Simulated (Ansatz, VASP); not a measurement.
## HfO2 in VASP and in Ansatz

```xyz
3
Lattice="0.0000 2.5575 2.5575 2.5575 0.0000 2.5575 2.5575 2.5575 0.0000" Properties=species:S:1:pos:R:3 pbc="T T T"
Hf    0.0000    0.0000    0.0000
O     3.8363    3.8363    3.8363
O     1.2788    1.2788    1.2788
```

Alike in both runs: functional PBEsol; k mesh 7 × 7 × 7; occupations fermi-dirac, width 0.05 eV; non-collinear spin, spin-orbit coupling.

|  | VASP | Ansatz |
| --- | --- | --- |
| version | VASP 6.6.1 | Ansatz 0.2.0 |
| potentials or method | VASP PAW PBE potentials, release 64 (Hf_pv, O) | Ansatz PAW |
| plane-wave cutoff (eV) | 520 | 420 |
| valence electrons in the cell | 22 | 38 |
| task | single point | band structure |

```csv
,VASP,Ansatz,Ansatz less VASP
pressure (GPa),-13.4,-10.4,+3.02
net moment per atom (μB),0.00,0.00,0.000
```

VASP's potentials were made for PBE, not for PBEsol. With one functional, cell and mesh, what is left measures potentials, basis and numerics. VASP's potentials hold 22 valence electrons a cell and Ansatz's 38, so a difference there can come from the potentials and not from the codes.

Noted on Ansatz's run: the k mesh misses the band edges, so the gap on the mesh is wider than the one along the path.
